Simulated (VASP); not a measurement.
# Si2I (P6_3/mmc) in VASP: a series of runs, part 2 of 2

VASP 6.6.1. The steps go on from the part before.

## 4. Relaxation of cell and atoms, PBE

This run uses another cell than the first one, of 24.62 Å³/atom.

INCAR

```
SYSTEM = Si2I
  ALGO = Normal
  EDIFF = 1E-6
  EDIFFG = -0.01
  ENCUT = 600
  GGA = PE
  IBRION = 2
  ISIF = 3
  ISMEAR = 0
  LASPH = .TRUE.
  LCHARG = .FALSE.
  LREAL = .FALSE.
  LWAVE = .FALSE.
  NELM = 100
  NSW = 100
  PREC = Accurate
  SIGMA = 0.1
```

KPOINTS

```
k-points
0
G
  12 12 6
  0 0 0
```

POSCAR

```
Si2I
1.0
    5.1516674000      0.0000000000      0.0000000000
   -2.5758337000      4.4614748400      0.0000000000
    0.0000000000      0.0000000000      6.4264641800
Si I
4 2
Direct
    0.3333333300      0.6666666700      0.7500000000
    0.6666666700      0.3333333300      0.2500000000
    0.0000000000      0.0000000000      0.0000000000
    0.0000000000      0.0000000000      0.5000000000
    0.3333333300      0.6666666700      0.2500000000
    0.6666666700      0.3333333300      0.7500000000
```

Potentials or basis: VASP PAW PBE potentials, release 64 (Si, I).

Command:

```bash
$ cat potpaw_PBE.64/Si/POTCAR potpaw_PBE.64/I/POTCAR > POTCAR
$ mpirun -np 1 vasp_std > vasp.out
```

OUTCAR:

```text
SYSTEM = Si2I
   EDIFF = 1E-6
   EDIFFG = -0.01
   ENCUT = 600
   GGA = PE
   IBRION = 2
   ISIF = 3
   ISMEAR = 0
   LASPH = .TRUE.
   LREAL = .FALSE.
   NELM = 100
   NSW = 100
   PREC = Accurate

 ion  position               nearest neighbor table
   1  0.333  0.667  0.750-   6 2.97   6 2.97   6 2.97   5 3.21   5 3.21
   2  0.667  0.333  0.250-   5 2.97   5 2.97   5 2.97   6 3.21   6 3.21
   3  0.000  0.000  0.000-
   4  0.000  0.000  0.500-
   5  0.333  0.667  0.250-   2 2.97   2 2.97   2 2.97   1 3.21   1 3.21
   6  0.667  0.333  0.750-   1 2.97   1 2.97   1 2.97   2 3.21   2 3.21

  LATTYP: Found a hexagonal cell.
 ALAT       =     5.1516674000
 C/A-ratio  =     1.2474532381

  Lattice vectors:

 A1 = (   5.1516674000,   0.0000000000,   0.0000000000)
 A2 = (  -2.5758337000,   4.4614748400,   0.0000000000)
 A3 = (   0.0000000000,   0.0000000000,   6.4264641800)

Analysis of symmetry for initial positions (statically):
=====================================================================
 Subroutine PRICEL returns:
 Original cell was already a primitive cell.

 Routine SETGRP: Setting up the symmetry group for a
 hexagonal supercell.

 Subroutine GETGRP returns: Found 24 space group operations
 (whereof 12 operations were pure point group operations)
 out of a pool of 24 trial point group operations.

The static configuration has the point symmetry D_3d.
 The point group associated with its full space group is D_6h.

Analysis of symmetry for dynamics (positions and initial velocities):
=====================================================================
 Subroutine PRICEL returns:
 Original cell was already a primitive cell.

 Routine SETGRP: Setting up the symmetry group for a
 hexagonal supercell.

 Subroutine GETGRP returns: Found 24 space group operations
 (whereof 12 operations were pure point group operations)
 out of a pool of 24 trial point group operations.

The dynamic configuration has the point symmetry D_3d.
 The point group associated with its full space group is D_6h.

 Subroutine INISYM returns: Found 24 space group operations
 (whereof 12 operations are pure point group operations),
[... 144 lines left out ...]
--------------------------------------- Ionic step        1  -------------------------------------------

 number of electron      30.0000000 magnetization

 Free energy of the ion-electron system (eV)
  ---------------------------------------------------
  ext. energy  EPLUGINS =         0.00000000
  ---------------------------------------------------
  free energy    TOTEN  =       -17.94036642 eV

  energy without entropy =      -17.91624832  energy(sigma->0) =      -17.92830737

------------------------ aborting loop because EDIFF is reached ----------------------------------------

  FORCE on cell =-STRESS in cart. coord.  units (eV):
  Direction    XX          YY          ZZ          XY          YZ          ZX
  --------------------------------------------------------------------------------------
  -------------------------------------------------------------------------------------
  Total       -0.8335510     -0.8335510     -6.6398240      0.0000000      0.0000000      0.0000000
  in kB       -9.0415816     -9.0415816    -72.0225994      0.0000000      0.0000000      0.0000000
  external PRESSURE =     -30.0352542 kB  Pullay stress =       0.0000000 kB
[... 101 lines left out ...]
  FREE ENERGIE OF THE ION-ELECTRON SYSTEM (eV)
  ---------------------------------------------------
  free  energy   TOTEN  =       -18.3284053141 eV

  energy  without entropy=      -18.3082876080  energy(sigma->0) =      -18.31834646

 E-fermi :   7.8141     XC(G=0): -10.1081

 val. band max:        7.8100385749   @ k =   0.3333   0.0833   0.1667
 cond. band min:       7.8192844146   @ k =   0.5000   0.0000   0.3333
 fundamental gap:      0.0092458397
 Fermi energy:         7.8141171520

 k-point     1 :       0.0000    0.0000    0.0000
  band No.  band energies     occupation
      1      -7.6404      2.00000
      2      -6.2341      2.00000
      3      -0.3491      2.00000
      4      -0.0740      2.00000
      5       0.5005      2.00000
      6       2.1089      2.00000
[... 517 lines left out ...]
     18       9.5427      0.00000
     19       9.8121      0.00000

 [... further k-points ...]

[... ionic steps 4 to 8 ...]

--------------------------------------- Ionic step        9  -------------------------------------------

 number of electron      30.0000000 magnetization

------------------------ aborting loop because EDIFF is reached ----------------------------------------
[... 75 lines left out ...]
--------------------------------------- Ionic step       11  -------------------------------------------

 number of electron      29.9999999 magnetization

 Free energy of the ion-electron system (eV)
  ---------------------------------------------------
  ext. energy  EPLUGINS =         0.00000000
  ---------------------------------------------------
  free energy    TOTEN  =       -18.50887052 eV

  energy without entropy =      -18.48553709  energy(sigma->0) =      -18.49720381

 E-fermi :   7.2382     XC(G=0):  -9.9018

 val. band max:        7.2357597230   @ k =   0.4167   0.1667   0.5000
 cond. band min:       7.2382950820   @ k =   0.4167   0.1667   0.1667
 fundamental gap:      0.0025353591
 Fermi energy:         7.2382424938

 k-point     1 :       0.0000    0.0000    0.0000
  band No.  band energies     occupation
      1      -7.9207      2.00000
      2      -6.6791      2.00000
      3      -0.9021      2.00000
      4      -0.3479      2.00000
      5       0.0308      2.00000
      6       1.7816      2.00000
[... 552 lines left out ...]
  FREE ENERGIE OF THE ION-ELECTRON SYSTEM (eV)
  ---------------------------------------------------
  free  energy   TOTEN  =       -18.5088705183 eV

  energy  without entropy=      -18.4855370928  energy(sigma->0) =      -18.49720381

 reached required accuracy - stopping structural energy minimisation
```

Run time: 17 min. Hardware: 1 thread of Intel Xeon Platinum 8488C (Sapphire Rapids), shared host; peak memory 0.47 GiB.

Results:

```yaml
Free_energy: -18.5089 eV
Relaxed_volume: 23.24 Å³/atom
Relaxed_cell: a = 5.375 Å, b = 5.375 Å, c = 5.573 Å, α = 90.00°, β = 90.00°, γ = 120.00°
Space_group_after_relaxing_to_0.1_Å: P6_3/mmc (No. 194)
Energy_gained_by_relaxing: 94.8 meV/atom
Ionic_steps: 11
Pressure_after_relaxing: 0.0 GPa
Band_gap_on_the_k_mesh: zero (bands 15 and 16 overlap by 2.58 eV)
```

The path:
```tsv
step	energy change (eV)	largest force (eV/Å)	pressure (GPa)	volume (Å³)
1	0.0000	0.0000	-3.00	147.71
2	-0.2960	0.0000	-0.91	137.95
3	-0.3880	0.0000	1.06	131.65
4	-0.3953	0.0000	2.06	129.22
5	-0.5099	0.0000	1.82	131.54
6	-0.5330	0.0000	1.91	132.85
7	-0.5646	0.0000	-0.39	139.93
8	-0.5663	0.0000	0.03	138.55
9	-0.5663	0.0000	-0.01	138.67
10	-0.5680	0.0000	-0.02	139.09
11	-0.5685	0.0000	-0.03	139.43
```

Final structure:
```xyz
6
Lattice="5.3748 0.0000 0.0000 -2.6874 4.6547 0.0000 0.0000 0.0000 5.5733" Properties=species:S:1:pos:R:3 pbc="T T T"
Si    0.0000    3.1032    4.1799
Si    2.6874    1.5516    1.3933
Si    0.0000    0.0000    0.0000
Si    0.0000    0.0000    2.7866
I     0.0000    3.1032    1.3933
I     2.6874    1.5516    4.1799
```

Levels at points of the mesh, in eV from the Fermi level:
```
           k point  band 12  band 13  band 14  band 15  band 16  band 17  band 18  band 19
(0.00, 0.00, 0.00)    -3.38    -2.23    -1.98    -1.98     0.52     0.52     0.75     0.75
(0.50, 0.00, 0.00)    -2.69    -1.88    -0.02     0.12     0.33     0.39     1.91     2.24
(0.00, 0.00, 0.50)    -2.36    -2.24    -2.24    -2.24    -2.24     0.77     0.77     2.63
(0.50, 0.00, 0.50)    -1.22    -0.46    -0.46     0.17     0.17     0.36     0.36     1.61
```

Caveat: spin-orbit coupling is left out, which moves the levels of the heavy elements.

## 5. Overview

| task | cell | k mesh | cutoff (eV) | gap on the mesh (eV) | pressure (GPa) |
| --- | --- | --- | --- | --- | --- |
| single point | a = 5.373, b = 5.373, c = 5.574 Å, angles 90.0, 90.0, 120.0°, 6 atoms | 12 × 12 × 6 | 520 | none | 0.0 |
| single point | a = 5.441, b = 5.441, c = 5.495 Å, angles 90.0, 90.0, 120.0°, 6 atoms | 12 × 12 × 8 | 520 | none | -0.1 |
| relaxation of cell and atoms | relaxed from a = 5.152, b = 5.152, c = 6.426 Å, angles 90.0, 90.0, 120.0°, 6 atoms | 12 × 12 × 6 | 600 | none | 0.0 |

Alike in all rows: level PBE; potentials or basis VASP PAW PBE potentials, release 64 (Si, I); no spin polarisation; smearing gaussian 0.1 eV.

Caveats: spin-orbit coupling is left out, which moves the levels of the heavy elements.

Total energies depend on the potentials used, so only differences within one code and one set of settings carry meaning.
